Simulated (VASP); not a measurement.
A run of VASP 6.6.1 is set up as follows.

Contents of INCAR:

```
PREC = Accurate ; ENCUT = 520
EDIFF = 1E-6 ; ISMEAR = -1
SIGMA = 0.05 ; LREAL = False
LASPH = True ; NELM = 100
ALGO = Normal ; ISIF = 2
LWAVE = False ; LCHARG = True
GGA = PS ; LELF = True
LVHAR = True ; NBANDS = 20
```

Contents of KPOINTS:

```
regular mesh
0
Gamma
  10 10 2
```

POSCAR

```
WS2
1.0
    3.3108570094      0.0000000000      0.0000000000
   -1.6554285047      2.8672862784      0.0000000000
    0.0000000000      0.0000000000     16.9505778900
W S
1 2
Direct
    0.0000000000      0.0000000000      0.0000000000
    0.3333333333      0.6666666667      0.0920005100
    0.3333333333      0.6666666667      0.9079994900
```

Potentials or basis: VASP PAW PBE potentials, release 64 (W_sv, S).

The run is started by

```sh
$ cat potpaw_PBE.64/W_sv/POTCAR potpaw_PBE.64/S/POTCAR > POTCAR
$ mpirun -np 1 vasp_std > vasp.out
```

(1) Estimate the band gap on the k mesh.

(2) Predict the largest force.

Results:

(1) 1.33 eV, indirect (least direct gap 1.76 eV).

(2) 0.878 eV/Å.

Caveat: the PAW data sets were made with another functional, which shifts forces and pressure a little; spin-orbit coupling is left out, which moves the levels of the heavy elements.
